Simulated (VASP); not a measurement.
Write the native input for VASP 6.6.1 that does the following.

```yaml
Task: single point
Functional: r2SCAN
Potentials_or_basis: VASP PAW PBE potentials, release 64 (Pb_d, S)
Cutoff: 520 eV
k_mesh: 8 × 8 × 8
Occupations: gaussian, width 0.01 eV
Spin: no spin polarisation
Dipole_correction: no
Further_INCAR_settings: ALGO = Normal; EDIFF = 1e-06; NBANDS = 17
```

The system is PbS.

```xyz
2
Lattice="0.0000 2.9872 2.9872 2.9872 0.0000 2.9872 2.9872 2.9872 0.0000" Properties=species:S:1:pos:R:3 pbc="T T T"
Pb    0.0000    0.0000    0.0000
S     2.9872    2.9872    2.9872
```

The input as run:

POSCAR

```
PbS
1.0
    0.0000000000      2.9872326701      2.9872326701
    2.9872326701      0.0000000000      2.9872326701
    2.9872326701      2.9872326701      0.0000000000
Pb S
1 1
Direct
    0.0000000000      0.0000000000      0.0000000000
    0.5000000000      0.5000000000      0.5000000000
```

INCAR.step1

```
SYSTEM = PbS
ALGO = Normal
EDIFF = 1E-4
ENCUT = 520
GGA = PE
ISMEAR = 0
LASPH = .TRUE.
LCHARG = .FALSE.
LREAL = .FALSE.
LWAVE = .TRUE.
NBANDS = 17
NELM = 100
PREC = Accurate
SIGMA = 0.01
```

INCAR.step2

```
SYSTEM = PbS
ALGO = Normal
EDIFF = 1E-6
ENCUT = 520
ISIF = 2
ISMEAR = 0
ISTART = 1
LASPH = .TRUE.
LCHARG = .FALSE.
LMIXTAU = .TRUE.
LREAL = .FALSE.
LWAVE = .FALSE.
METAGGA = R2SCAN
NBANDS = 17
NELM = 100
PREC = Accurate
SIGMA = 0.01
```

KPOINTS

```
k-points
0
G
  8 8 8
  0 0 0
```

Potentials or basis: VASP PAW PBE potentials, release 64 (Pb_d, S).

The run is started by

```sh
$ cat potpaw_PBE.64/Pb_d/POTCAR potpaw_PBE.64/S/POTCAR > POTCAR
$ cp INCAR.step1 INCAR
$ mpirun -np 1 vasp_std > vasp.out
$ cp INCAR.step2 INCAR
$ mpirun -np 1 vasp_std > vasp.out
```

Results of the run:

| Item | Value |
| --- | --- |
| Pressure | 0.0 GPa |
| Band gap on the k mesh | 0.70 eV, direct |

Caveat: the PAW data sets were made with another functional, which shifts forces and pressure a little; spin-orbit coupling is left out, which moves the levels of the heavy elements.

Run time: 4 min on 1 thread of AMD EPYC 7R13, on a shared host, peak memory 0.17 GiB.
